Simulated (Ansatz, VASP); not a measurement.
**HfO2 in VASP and in Ansatz**

```
Hf O
1.0
     5.11800    0.00000    0.00000
     0.00000    5.18570    0.00000
    -0.85866    0.00000    5.21387
Hf O
4 8
Direct
  0.27550 0.46030 0.70800
  0.72450 0.96030 0.79200
  0.72450 0.53970 0.29200
  0.27550 0.03970 0.20800
  0.07420 0.16840 0.84670
  0.92580 0.66840 0.65330
  0.92580 0.83160 0.15330
  0.07420 0.33160 0.34670
  0.44870 0.74190 0.98010
  0.55130 0.24190 0.51990
  0.55130 0.25810 0.01990
  0.44870 0.75810 0.48010
```

Alike in both runs: functional SVWN5; k mesh 5 × 5 × 5; occupations fermi-dirac, width 0.05 eV; no spin polarisation.

|  | VASP | Ansatz |
| --- | --- | --- |
| version | VASP 6.6.1 | Ansatz 0.2.0 |
| potentials or method | VASP PAW PBE potentials, release 64 (Hf_pv, O) | Ansatz PAW |
| plane-wave cutoff (eV) | 520 | 420 |
| valence electrons in the cell | 88 | 152 |
| task | single point | band structure |

```csv
,VASP,Ansatz,Ansatz less VASP
gap on the k mesh at the Fermi level (eV),3.98,4.01,+0.035
least direct gap on the mesh (eV),4.05,4.08,+0.031
pressure (GPa),-10.7,-8.0,+2.75
"traceless stress, the component that is largest in VASP (GPa)",-0.79,-0.77,+0.024
rms of the force components (eV/Å),0.152,0.156,+0.0037
```

VASP's potentials were made for PBE, not for SVWN5. Atom by atom the forces differ by 0.029 eV/Å (rms over components). VASP's potentials hold 88 valence electrons a cell and Ansatz's 152, so a difference there can come from the potentials and not from the codes.

Neither program's run includes spin-orbit coupling. Noted on Ansatz's run: Pulay correction over one GPa; the k mesh misses the band edges, so the gap on the mesh is wider than the one along the path.
